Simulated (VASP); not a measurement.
Input of a VASP 6.6.1 run:

The input INCAR:

```
SYSTEM = H3CNO
ALGO     = Normal         ! electronic algorithm
EDIFF    = 1E-6           ! SCF threshold, eV
ENCUT    = 520            ! plane-wave cutoff, eV
GGA      = PE             ! functional
ISIF     = 2              ! what is computed and relaxed
ISMEAR   = -1             ! smearing method
IVDW     = 12             ! dispersion correction
LASPH    = .True.         ! aspherical terms in the spheres
LCHARG   = .False.        ! write CHGCAR
LREAL    = Auto         
LWAVE    = .False.        ! write WAVECAR
NBANDS   = 54             ! bands
NELM     = 60             ! most SCF steps
PREC     = Accurate       ! precision mode
SIGMA    = 0.05           ! smearing width, eV
```

Contents of KPOINTS:

```
k-points
0
Gamma
  1 1 1
  0 0 0
```

POSCAR

```
H3CNO
1.0
    7.9602190000      0.0000000000      0.0000000000
    0.0000000000      7.9602190000      0.0000000000
    0.0000000000      0.0000000000      7.9602190000
N H O C
4 12 4 4
Direct
    0.8916337603      0.4224130015      0.7936590689
    0.5800719804      0.7030459840      0.8297510408
    0.9144472030      0.1456743841      0.0887915270
    0.5619569009      0.8518861102      0.4289203601
    0.7673281351      0.4563819161      0.7904682019
    0.9356652122      0.3885948364      0.6768909247
    0.9059675368      0.3055317950      0.8494866787
    0.4679896370      0.7433463828      0.8894855782
    0.6761497391      0.7517255493      0.8985305555
    0.5896445814      0.7465372498      0.7112618384
    0.8650390146      0.0342076016      0.0413179587
    0.9917189464      0.1052357982      0.1823316670
    0.8215477489      0.2271168670      0.1228735039
    0.6288897328      0.9536421046      0.4064586665
    0.6065787888      0.7639990809      0.3519752409
    0.4389452099      0.8791843541      0.3974136892
    0.4161443297      0.2151825220     -0.0390692769
    0.2982581258      0.5031394237      0.5552611053
    0.0995952498      0.8838324674      0.6906468277
    0.2539754245      0.6351960920      0.1879847778
    0.4180287000      0.1744801242      0.0995324375
    0.3979287505      0.4233049367      0.6151212674
    0.1725455041      0.7993749921      0.7826669090
    0.1322702303      0.7100055916      0.2091525371
```

Potentials or basis: VASP PAW PBE potentials, release 64 (N, H, O, C).

Launch:

```sh
$ cat potpaw_PBE.64/N/POTCAR potpaw_PBE.64/H/POTCAR potpaw_PBE.64/O/POTCAR potpaw_PBE.64/C/POTCAR > POTCAR
$ mpirun -np 1 vasp_gam > vasp.out
```

Problem. Predict the dispersion energy per atom.

Solution. -0.028 eV.

Problem. What does it give for the pressure?

Solution. -0.3 GPa.

Stress tensor (GPa, compression positive):
```
-0.66  0.39  0.43
 0.39 -0.25 -0.34
 0.43 -0.34 -0.09
```

Caveat: the k points lie up to 0.79 Å⁻¹ apart; the atoms stand as in a frame of molecular dynamics.
